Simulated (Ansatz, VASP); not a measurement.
Two plane-wave programs on As

File INCAR:

```
  PREC = Accurate
  ENCUT = 520
  EDIFF = 1E-7
  ISMEAR = -1
  SIGMA = 0.1
  LREAL = False
  LASPH = True
  NELM = 60
  ALGO = Normal
  ISIF = 2
  LWAVE = False
  LCHARG = False
  GGA = B5
  ALDAX = 1.0
  AGGAX = 1.0
  AGGAC = 1.0
  ALDAC = 0.0
  NBANDS = 8
```

KPOINTS

```
regular mesh
0
Gamma
  13 13 13
```

Contents of POSCAR:

```
As
1.0
    2.8134901733      0.0000000000      0.0000000000
    0.0000000000      2.8134901733      0.0000000000
    0.0000000000      0.0000000000      2.8134901733
As
1
Direct
    0.0000000000      0.0000000000      0.0000000000
```

Input for Ansatz:

```yaml
crystal:
  lattice:
    - [2.8134901733, 0.0, 0.0]
    - [0.0, 2.8134901733, 0.0]
    - [0.0, 0.0, 2.8134901733]
  atoms:
    - { symbol: As, position: [0.0, 0.0, 0.0] }
hamiltonian:
  xc: blyp
  pseudopotentials:
    kind: paw
    azcp:
      As: "pseudopotentials/As.paw.azcp"
basis:
  ecutwfc: 420
  fft_grid_basis: typed
kpoints:
  mp_grid: { grid: [13, 13, 13], shift: [0, 0, 0] }
magnetization:
  spin_polarized: false
scf:
  occupations: { method: fermi_dirac, width: 0.1 }
  lower_state_search: "off"
output:
  stress: true
```

Alike in both runs: task single point; functional BLYP; k mesh 13 × 13 × 13; occupations fermi-dirac, width 0.1 eV; no spin polarisation.

|  | VASP | Ansatz |
| --- | --- | --- |
| version | VASP 6.6.1 | Ansatz 0.2.0 |
| potentials or method | VASP PAW PBE potentials, release 64 (As), cutoff 520 eV | plane waves (420 eV) with PAW, scalar-relativistic |
| valence electrons in the cell | 5 | 15 |

Ansatz gave:

```
pressure (GPa) : -0.5
```

**Question.** Which values does VASP return?

**Answer.** Pressure (GPa): -0.2.

VASP's potentials were made for PBE, not for BLYP. With one functional, cell and mesh, what is left measures potentials, basis and numerics. VASP's potentials hold 5 valence electrons a cell and Ansatz's 15, so a difference there can come from the potentials and not from the codes.
